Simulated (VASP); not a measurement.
Ta3AsAu2O13:

```xyz
19
Lattice="5.7238 -0.0075 -0.0040 1.3028 6.2550 0.0056 0.2757 1.3007 8.3675" Properties=species:S:1:pos:R:3 pbc="T T T"
Ta    1.8016    2.6675    4.8901
Ta    0.6106    1.9943    8.3559
Ta    4.2828    4.5395    4.2252
As    4.7578    6.6860    6.9518
Au    3.4916    0.8150    1.5556
Au    1.4492    5.7148    3.7432
O     4.8936    5.2811    5.9496
O     3.3221    1.7411    5.8246
O     6.2809    6.7422    7.6940
O     3.3672    6.6706    7.9235
O     4.5687    1.8638    0.2577
O     1.7240    1.5064    0.9269
O     0.9962    1.2256    4.1088
O     3.3758    2.9946    3.6400
O     0.9058    2.6910    6.5776
O     6.1615    3.9169    3.8186
O     4.0664    5.7780    2.9290
O     2.4385    4.7506    5.2300
O     6.5613    6.2408    1.8957
```

Base run:

| Quantity | Value |
| --- | --- |
| Program | VASP 6.6.1 |
| Functional | revPBE |
| Potentials or basis | VASP PAW PBE potentials, release 64 (Ta_pv, As, Au, O) |
| Cutoff | 520 eV |
| k mesh | 4 × 4 × 3 |
| Occupations | fermi-dirac, width 0.05 eV |
| Spin | no spin polarisation |

Its results: band gap on the k mesh 1.27 eV (least direct gap 1.33 eV); pressure 3.2 GPa; largest force 0.446 eV/Å.

Q: The run is repeated on the same cell with these changes: functional from revPBE to PBE; k mesh from 4 × 4 × 3 to 3 × 3 × 2. What comes out?

A: Band gap on the k mesh 1.29 eV (least direct gap 1.35 eV); pressure 0.9 GPa; largest force 0.364 eV/Å.

Several settings changed at once.

Caveats: spin-orbit coupling is left out, which moves the levels of the heavy elements; the cell stands under pressure (at least some runs); the PAW data sets were made with another functional, which shifts forces and pressure a little (at least some runs).

A k mesh can miss the band edges.
